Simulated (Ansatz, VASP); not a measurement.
**SiC3: VASP beside Ansatz**

```
CELL_PARAMETERS angstrom
3.97448 0.00000 0.00000
0.00000 3.97448 0.00000
0.00000 0.00000 3.97448
ATOMIC_POSITIONS crystal
Si 0.00000 0.00000 0.00000
Si 0.50000 0.50000 0.50000
C 0.25000 0.50000 0.00000
C 0.75000 0.50000 0.00000
C 0.00000 0.25000 0.50000
C 0.00000 0.75000 0.50000
C 0.50000 0.00000 0.25000
C 0.50000 0.00000 0.75000
```

Alike in both runs: functional PBE; k mesh 4 × 4 × 4; occupations gaussian, width 0.2 eV; no spin polarisation.

Ansatz relaxed the structure, and its values are those at the end. VASP's run is a single point on that final structure, the one shown.

|  | VASP | Ansatz |
| --- | --- | --- |
| version | VASP 6.6.1 | Ansatz 0.2.0 |
| potentials or method | VASP PAW PBE potentials, release 64 (Si, C), cutoff 600 eV | scalar-relativistic, plane waves, PAW |
| valence electrons in the cell | 32 | 32 |

```tsv
	VASP	Ansatz	Ansatz less VASP
gap on the k mesh at the Fermi level (eV)	none	none	-
pressure (GPa)	-0.3	-0.3	+0.04
```

A gap of «none» marks a metal or a gap that the smearing closes.

The k mesh is coarse, so the values compare programs but aren't converged.
